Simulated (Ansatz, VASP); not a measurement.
## BN: VASP beside Ansatz

INCAR

```
PREC = Accurate
ENCUT = 600
EDIFF = 1E-6
ISMEAR = 0
SIGMA = 0.01
LREAL = F
LASPH = T
NELM = 120
ALGO = Normal
ISIF = 2
LWAVE = F
LCHARG = F
NBANDS = 11
GGA_COMPAT = F
```

File KPOINTS:

```
regular mesh
0
Gamma
  8 8 8
```

File POSCAR:

```
BN
1.0
    0.0000000000      1.8075000000      1.8075000000
    1.8075000000      0.0000000000      1.8075000000
    1.8075000000      1.8075000000      0.0000000000
B N
1 1
Direct
    0.0000000000      0.0000000000      0.0000000000
    0.7500000000      0.7500000000      0.7500000000
```

Input for Ansatz:

```yaml
crystal:
  lattice:
    bravais: fcc
    a: 3.615
  space_group: 216
  atoms:
    - { symbol: B, position: [0.0, 0.0, 0.0] }
    - { symbol: "N", position: [0.25, 0.25, 0.75] }
  reduce_to_primitive: true
kpoints:
  mp_grid:
    grid: [8, 8, 8]
hamiltonian:
  xc: lda
  pseudopotentials:
    kind: all_electron
    lapw: {}
scf:
  occupations:
    method: fixed
output:
  forces: true
  stress: true
  eigenvalues: true
```

Alike in both runs: task single point; functional LDA; k mesh 8 × 8 × 8; no spin polarisation.

```csv
,VASP,Ansatz
version,VASP 6.6.1,Ansatz 0.2.0
potentials or method,"VASP PAW LDA potentials, release 64 (B, N), cutoff 600 eV",all-electron (LAPW or listed datasets)
occupations,"gaussian, width 0.01 eV",fixed
```

```tsv
	VASP	Ansatz	Ansatz less VASP
gap on the k mesh at the Fermi level (eV)	4.34	4.35	+0.008
pressure (GPa)	-10.3	-10.8	-0.55
```

LDA's correlation is that of Perdew and Zunger in VASP and of Perdew and Wang (1992) in Ansatz. Ansatz ran all-electron here, and VASP with PAW potentials.
